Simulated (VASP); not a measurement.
# Hf (Im-3m) in VASP: further runs

Runs on Hf. Level: PBE. Tasks: single point.

Everything below comes from runs of VASP 6.6.1. Logs are shortened: lines on timing, memory, paths and dates and some standing lists are left out, and cuts for length are marked.

### 1 The cell of the first run

The structure is cubic, space group Im-3m (No. 229). The conventional cell has a = 3.163 Å, b = 3.163 Å, c = 3.163 Å, α = 90.00°, β = 90.00°, γ = 90.00°. Within 3.6 Å of Hf (site symmetry m-3m) lie 14 Hf at 2.74 to 3.16 Å.

This isn't the form of Hf at room conditions, which is hcp.

### 2 Single point, PBE

File INCAR:

```
SYSTEM = Hf
PREC = Accurate
ENCUT = 500
EDIFF = 1E-6
ISMEAR = -1
SIGMA = 0.05
LREAL = .False.
LASPH = .True.
NELM = 120
ALGO = Normal
ISIF = 2
LWAVE = .False.
LCHARG = .False.
GGA = PE
NBANDS = 11
GGA_COMPAT = .False.
```

File KPOINTS:

```
Automatic mesh
0
Gamma
  17 17 17
  0 0 0
```

File POSCAR:

```
Hf
1.0
   -1.5817403293      1.5817403293      1.5817403293
    1.5817403293     -1.5817403293      1.5817403293
    1.5817403293      1.5817403293     -1.5817403293
Hf
1
Direct
    0.0000000000      0.0000000000      0.0000000000
```

Potentials or basis: VASP PAW PBE potentials, release 64 (Hf_pv).

On the command line:

```bash
$ cat potpaw_PBE.64/Hf_pv/POTCAR > POTCAR
$ mpirun -np 1 vasp_std > vasp.out
```

OUTCAR:

```text
SYSTEM = Hf
   PREC = Accurate
   ENCUT = 500
   EDIFF = 1E-6
   ISMEAR = -1
   LREAL = .False.
   LASPH = .True.
   NELM = 120
   ISIF = 2
   GGA = PE

 ion  position               nearest neighbor table
   1  0.000  0.000  0.000-

  LATTYP: Found a body centered cubic cell.
 ALAT       =     3.1634806586

  Lattice vectors:

 A1 = (  -1.5817403293,   1.5817403293,   1.5817403293)
 A2 = (   1.5817403293,  -1.5817403293,   1.5817403293)
 A3 = (   1.5817403293,   1.5817403293,  -1.5817403293)

Analysis of symmetry for initial positions (statically):
=====================================================================
 Subroutine PRICEL returns:
 Original cell was already a primitive cell.

 Routine SETGRP: Setting up the symmetry group for a
 body centered cubic supercell.

 Subroutine GETGRP returns: Found 48 space group operations
 (whereof 48 operations were pure point group operations)
 out of a pool of 48 trial point group operations.

The static configuration has the point symmetry O_h .

Analysis of symmetry for dynamics (positions and initial velocities):
=====================================================================
 Subroutine PRICEL returns:
 Original cell was already a primitive cell.

 Routine SETGRP: Setting up the symmetry group for a
 body centered cubic supercell.

 Subroutine GETGRP returns: Found 48 space group operations
 (whereof 48 operations were pure point group operations)
 out of a pool of 48 trial point group operations.

The dynamic configuration has the point symmetry O_h .

 Subroutine INISYM returns: Found 48 space group operations
 (whereof 48 operations are pure point group operations),
 and found     1 'primitive' translations

----------------------------------------------------------------------------------------

                                     Primitive cell

  volume of cell :      15.8294

  direct lattice vectors                    reciprocal lattice vectors
    -1.581740329  1.581740329  1.581740329     0.000000000  0.316107512  0.316107512
     1.581740329 -1.581740329  1.581740329     0.316107512  0.000000000  0.316107512
     1.581740329  1.581740329 -1.581740329     0.316107512  0.316107512  0.000000000

  length of vectors
     2.739654615  2.739654615  2.739654615     0.447043531  0.447043531  0.447043531

  position of ions in fractional coordinates (direct lattice)
     0.000000000  0.000000000  0.000000000

  ion indices of the primitive-cell ions
   primitive index   ion index
                 1           1

----------------------------------------------------------------------------------------

 KPOINTS: Automatic mesh

Automatic generation of k-mesh.
 Grid dimensions read from file:
 generate k-points for:   17   17   17

 Generating k-lattice:

  Cartesian coordinates                     Fractional coordinates (reciprocal lattice)
     0.000000000  0.018594560  0.018594560     0.058823529  0.000000000  0.000000000
     0.018594560  0.000000000  0.018594560     0.000000000  0.058823529  0.000000000
     0.018594560  0.018594560  0.000000000     0.000000000  0.000000000  0.058823529

  Length of vectors
     0.026296678  0.026296678  0.026296678

  Shift w.r.t. Gamma in fractional coordinates (k-lattice)
     0.000000000  0.000000000  0.000000000

 Subroutine IBZKPT returns following result:
 ===========================================

 Found    165 irreducible k-points:

 Following reciprocal coordinates:
            Coordinates               Weight
  0.000000  0.000000  0.000000      1.000000
  0.058824  0.000000  0.000000     12.000000
  0.117647  0.000000  0.000000     12.000000
  0.176471  0.000000  0.000000     12.000000
  0.235294  0.000000  0.000000     12.000000
  0.294118  0.000000  0.000000     12.000000
[... 16 lines left out ...]
  0.411765  0.117647  0.000000     48.000000
  0.176471  0.176471  0.000000     24.000000
 [... further k-points ...]
   k-points           NKPTS =    165   k-points in BZ     NKDIM =    165   number of bands    NBANDS=     11
   number of dos      NEDOS =    301   number of ions     NIONS =      1
   total plane-waves  NPLWV =   8000
   dimension x,y,z NGX =    20 NGY =   20 NGZ =   20
   dimension x,y,z NGXF=    40 NGYF=   40 NGZF=   40
   ions per type =               1
   NGX,Y,Z   is equivalent  to a cutoff of  12.14, 12.14, 12.14 a.u.
   NGXF,Y,Z  is equivalent  to a cutoff of  24.27, 24.27, 24.27 a.u.
 SYSTEM =  Hf
   PREC   = accura    normal or accurate (medium, high low for compatibility)
   ISTART =      0    job   : 0-new  1-cont  2-samecut
   ICHARG =      2    charge: 1-file 2-atom 10-const
   ISPIN  =      1    spin polarized calculation?
   LNONCOLLINEAR =      F non collinear calculations
   LSORBIT =      F    spin-orbit coupling
   LASPH  =      T    aspherical Exc in radial PAW
   ENCUT  =  500.0 eV  36.75 Ry    6.06 a.u.   5.00  5.00  5.00*2*pi/ulx,y,z
   NELM   =    120;   NELMIN=  2; NELMDL= -5     # of ELM steps
   EDIFF  = 0.1E-05   stopping-criterion for ELM
   LREAL  =      F    real-space projection
   EDIFFG = 0.1E-04   stopping-criterion for IOM
   NSW    =      0    number of steps for IOM
   IBRION =     -1    ionic relax: 0-MD 1-quasi-New 2-CG
   NFREE  =      0    steps in history (QN), initial steepest desc. (CG)
   ISIF   =      2    stress and relaxation
   ISYM   =      2    0-nonsym 1-usesym 2-fastsym
   POTIM  = 0.5000    time-step for ionic-motion
   TEBEG  =    0.0;   TEEND  =   0.0 temperature during run
   PSTRESS=    0.0 pullay stress
   NELECT =      10.0000    total number of electrons
   NUPDOWN=      -1.0000    fix difference up-down
   EMIN   =  10.00;   EMAX   =-10.00  energy-range for DOS
   EFERMI =   0.00;   METHOD = LEGACY
   ISMEAR =    -1;   SIGMA  =   0.05  broadening in eV -4-tet -1-fermi 0-gaus
   EFERMI_NEDOS =   21; number of points for ismear=-14 and -15
   IALGO  =     38    algorithm
   IMIX   =      4    mixing-type and parameters
     AMIX     =   0.40;   BMIX     =  1.00
     AMIX_MAG =   1.60;   BMIX_MAG =  1.00
  volume/ion in A,a.u.               =      15.83       106.82
  Fermi-wavevector in a.u.,A,eV,Ry     =   1.404709  2.654515 26.847110  1.973207
  Thomas-Fermi vector in A             =   2.527243
   LORBIT       =      0    0 simple, 1 ext, 2 COOP (PROOUT), +10 PAW based schemes
   GGA     = PE    functional components
   LHFCALC =     F    Hartree Fock is set to
   AEXX    =    0.0000 exact exchange contribution
   IVDW    =     0    specifies the selected vdW correction
   LEPSILON=     F    determine dielectric tensor
   LRPA    =     F    only Hartree local field effects (RPA)
 non-spin polarized calculation
  energy-cutoff  :      500.00
  volume of cell :       15.83
 maximum number of plane-waves:       420
   NGX =  9   NGY =  9   NGZ =  9

 number of electron      10.0000000 magnetization

 number of electron       9.9999999 magnetization

 Free energy of the ion-electron system (eV)
  ---------------------------------------------------
  ext. energy  EPLUGINS =         0.00000000
  ---------------------------------------------------
  free energy    TOTEN  =        -8.82443599 eV

  energy without entropy =       -8.81520716  energy(sigma->0) =       -8.81982158

 E-fermi :   7.1720     XC(G=0): -12.9641

 val. band max:        7.1688633674   @ k =   0.1176   0.1176   0.0588
 cond. band min:       7.1732302890   @ k =   0.1765   0.1765   0.0000
 fundamental gap:      0.0043669216
 Fermi energy:         7.1720093444

 k-point     1 :       0.0000    0.0000    0.0000
  band No.  band energies     occupation
      1     -21.2861      2.00000
      2     -21.2861      2.00000
      3     -21.2861      2.00000
      4      -0.7445      2.00000
      5       8.8823      0.00000
      6       8.8823      0.00000
      7       8.8823      0.00000
      8      12.7737      0.00000
      9      12.7737      0.00000
     10      21.5945      0.00000
     11      22.2499      0.00000

 k-point     2 :       0.0588    0.0000    0.0000
  band No.  band energies     occupation
      1     -21.3811      2.00000
      2     -21.3125      2.00000
      3     -21.2873      2.00000
      4      -0.5418      2.00000
      5       8.7356      0.00000
      6       8.8320      0.00000
      7       9.0785      0.00000
      8      12.5044      0.00000
      9      12.7618      0.00000
     10      21.5941      0.00000
     11      22.4595      0.00000

 k-point     3 :       0.1176    0.0000    0.0000
  band No.  band energies     occupation
      1     -21.6458      2.00000
      2     -21.3874      2.00000
      3     -21.2908      2.00000
      4       0.0302      2.00000
      5       8.3439      0.00000
      6       8.6196      0.00000
      7       9.6601      0.00000
      8      12.0333      0.00000
      9      12.7478      0.00000
     10      21.5936      0.00000
     11      23.0138      0.00000

 k-point     4 :       0.1765    0.0000    0.0000
  band No.  band energies     occupation
      1     -22.0290      2.00000
      2     -21.4989      2.00000
      3     -21.2960      2.00000
      4       0.8611      2.00000
      5       7.8142      0.00001
      6       8.1950      0.00000
      7      10.6061      0.00000
      8      11.8532      0.00000
      9      12.7811      0.00000
     10      21.5925      0.00000
     11      23.6273      0.00000
[... 239 lines left out ...]
 k-point    22 :       0.3529    0.1176    0.0000
  band No.  band energies     occupation
      1     -23.4486      2.00000
      2     -22.0721      2.00000
      3     -21.4344      2.00000
      4       3.2071      2.00000
      5       6.1248      2.00000
      6       8.6380      0.00000
      7      12.6042      0.00000
      8      14.3254      0.00000
      9      17.5284      0.00000
     10      21.2308      0.00000
     11      21.5797      0.00000

 k-point    23 :       0.4118    0.1176    0.0000
  band No.  band energies     occupation
      1     -23.5637      2.00000
      2     -22.1312      2.00000
      3     -21.4384      2.00000
      4       3.1329      2.00000
      5       6.0071      2.00000
      6       9.3169      0.00000
      7      12.5974      0.00000
      8      14.6299      0.00000
      9      18.7228      0.00000
     10      20.8055      0.00000
     11      21.5085      0.00000

 k-point    24 :       0.1765    0.1765    0.0000
  band No.  band energies     occupation
      1     -22.8606      2.00000
      2     -21.8033      2.00000
      3     -21.4540      2.00000
      4       3.0588      2.00000
      5       6.6702      1.99991
      6       7.1732      0.98779
      7      11.5388      0.00000
      8      13.9787      0.00000
      9      14.1526      0.00000
     10      21.5842      0.00000
     11      23.6662      0.00000

 [... further k-points ...]
[... 5 lines left out ...]
  --------------------------------------------------------------------------------------
  -------------------------------------------------------------------------------------
  Total        5.8823686      5.8823686      5.8823686      0.0000000      0.0000000      0.0000000
  in kB      595.3841399    595.3841399    595.3841399      0.0000000      0.0000000      0.0000000
  external PRESSURE =     595.3841399 kB  Pullay stress =       0.0000000 kB

 VOLUME and BASIS-vectors are now :
 -----------------------------------------------------------------------------
  energy-cutoff  :      500.00
  volume of cell :       15.83
      direct lattice vectors                 reciprocal lattice vectors
    -1.581740329  1.581740329  1.581740329     0.000000000  0.316107512  0.316107512
     1.581740329 -1.581740329  1.581740329     0.316107512  0.000000000  0.316107512
     1.581740329  1.581740329 -1.581740329     0.316107512  0.316107512  0.000000000

 POSITION                                       TOTAL-FORCE (eV/Angst)
 -----------------------------------------------------------------------------------
      0.00000      0.00000      0.00000         0.000000     -0.000000      0.000000
 -----------------------------------------------------------------------------------
    total drift:                                0.000000      0.000000      0.000000

  FREE ENERGIE OF THE ION-ELECTRON SYSTEM (eV)
  ---------------------------------------------------
  free  energy   TOTEN  =        -8.8244359881 eV

  energy  without entropy=       -8.8152071645  energy(sigma->0) =       -8.81982158
```

Run time: 7.5 s. Hardware: 1 thread of Intel Xeon 6975P-C (Granite Rapids), shared host; peak memory 0.14 GiB.

Results:

- Free energy: -8.8244 eV
- Pressure: 59.5 GPa
- Band gap on the k mesh: zero (bands 5 and 6 overlap by 2.80 eV)

Caveat: the cell stands under pressure; spin-orbit coupling is left out, which moves the levels of the heavy elements.

(Part 1 of 2 ends here.)

The gap in the log of VASP goes by the Fermi energy; the results here count the filled bands.